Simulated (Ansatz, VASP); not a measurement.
# Two plane-wave programs on CaBe2O3

```
CELL_PARAMETERS angstrom
2.61024 1.50702 3.93044
-2.61024 1.50702 3.93044
0.00000 -3.01405 3.93044
ATOMIC_POSITIONS crystal
Ca 0.00000 0.00000 0.00000
Be 0.80336 0.80336 0.80336
Be 0.19664 0.19664 0.19664
O 0.00000 0.00000 0.50000
O 0.50000 0.00000 0.00000
O 0.00000 0.50000 0.00000
```

Alike in both runs: functional PBE; k mesh 6 × 6 × 6; occupations gaussian, width 0.1 eV; no spin polarisation.

Ansatz relaxed the structure, and its values are those at the end. VASP's run is a single point on that final structure, the one shown.

|  | VASP | Ansatz |
| --- | --- | --- |
| version | VASP 6.6.1 | Ansatz 0.2.0 |
| potentials or method | VASP PAW PBE potentials, release 64 (Ca_sv, Be, O), cutoff 520 eV | scalar-relativistic, plane waves, PAW |
| valence electrons in the cell | 32 | 32 |

|  | VASP | Ansatz | Ansatz less VASP |
| --- | --- | --- | --- |
| gap on the k mesh at the Fermi level (eV) | 0.74 | 0.75 | +0.007 |
| least direct gap on the mesh (eV) | 0.76 | 0.77 | +0.008 |
| pressure (GPa) | 0.2 | 0.0 | -0.21 |
| rms of the force components (eV/Å) | 0.010 | 0.001 | -0.0098 |

The functional is the same, so the differences come from potentials, cutoffs and numerics.
